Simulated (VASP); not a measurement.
InAs: single point with PBE

The system is InAs.

```
In As
1.0
     0.00000    2.87730    2.87730
     2.87730    0.00000    2.87730
     2.87730    2.87730    0.00000
In As
1 1
Direct
  0.50000 0.50000 0.50000
  0.00000 0.00000 0.00000
```

```
Program                : VASP 6.6.1
Task                   : single point
Functional             : PBE
Potentials or basis    : VASP PAW PBE potentials, release 64 (In_d, As)
Cutoff                 : 520 eV
k mesh                 : 7 × 7 × 7
Occupations            : gaussian, width 0.1 eV
Spin                   : no spin polarisation
Dipole correction      : no
Further INCAR settings : ALGO = Normal; EDIFF = 1e-06; NBANDS = 16
```

| Quantity | Value |
| --- | --- |
| Pressure | -0.2 GPa |
| Band gap on the k mesh | zero (bands 9 and 10 overlap by 2.44 eV) |

Levels at points of the mesh, in eV from the Fermi level:
```
           k point  band 7  band 8  band 9  band 10  band 11  band 12
(0.00, 0.00, 0.00)   -0.75   -0.29   -0.29    -0.29     7.09     7.09
```

Wall time 16 s on 1 thread of Intel Xeon 8259CL, on a shared host, peak memory 0.17 GiB.

Caveat: spin-orbit coupling is left out, which moves the levels of the heavy elements.
